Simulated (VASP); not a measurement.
Here is a VASP 6.6.1 calculation.

Contents of INCAR:

```
SYSTEM = HfO2
  PREC = Accurate
  ENCUT = 520
  EDIFF = 1E-6
  ISMEAR = -1
  SIGMA = 0.05
  LREAL = .FALSE.
  LASPH = .TRUE.
  NELM = 100
  ALGO = Normal
  ISIF = 2
  LWAVE = .FALSE.
  LCHARG = .TRUE.
  GGA = PE
  IVDW = 12
  LELF = .TRUE.
  LVHAR = .TRUE.
  NBANDS = 56
```

File KPOINTS:

```
Automatic mesh
0
G
  5 6 5
  0 0 0
```

Contents of POSCAR:

```
HfO2
1.0
    5.1129138024      0.0000000000      0.0000000000
    0.0000000000      4.9025969881      0.0000000000
    0.0000000000      0.0000000000      4.9299483645
Hf O
4 8
Direct
    0.9669940000      0.7325208200      0.7414403500
    0.5330060000      0.7325208200      0.2414403500
    0.4669940000      0.2674791800      0.7414403500
    0.0330060000      0.2674791800      0.2414403500
    0.6321274500      0.9286454000      0.8792672600
    0.8678725500      0.9286454000      0.3792672600
    0.2339485200      0.5398830500      0.4922923900
    0.2660514800      0.5398830500      0.9922923900
    0.7660514800      0.4601169500      0.9922923900
    0.7339485200      0.4601169500      0.4922923900
    0.1321274500      0.0713546000      0.8792672600
    0.3678725500      0.0713546000      0.3792672600
```

Potentials or basis: VASP PAW PBE potentials, release 64 (Hf_pv, O).

Launch:

```console
$ cat potpaw_PBE.64/Hf_pv/POTCAR potpaw_PBE.64/O/POTCAR > POTCAR
$ mpirun -np 1 vasp_std > vasp.out
```

(1) Estimate the band gap on the k mesh.

(2) What does it give for the dispersion energy per atom?

(3) Estimate the largest force.

Results:

(1) 4.65 eV (least direct gap 4.85 eV).

(2) -0.254 eV.

(3) 0.324 eV/Å.

Caveat: spin-orbit coupling is left out, which moves the levels of the heavy elements.
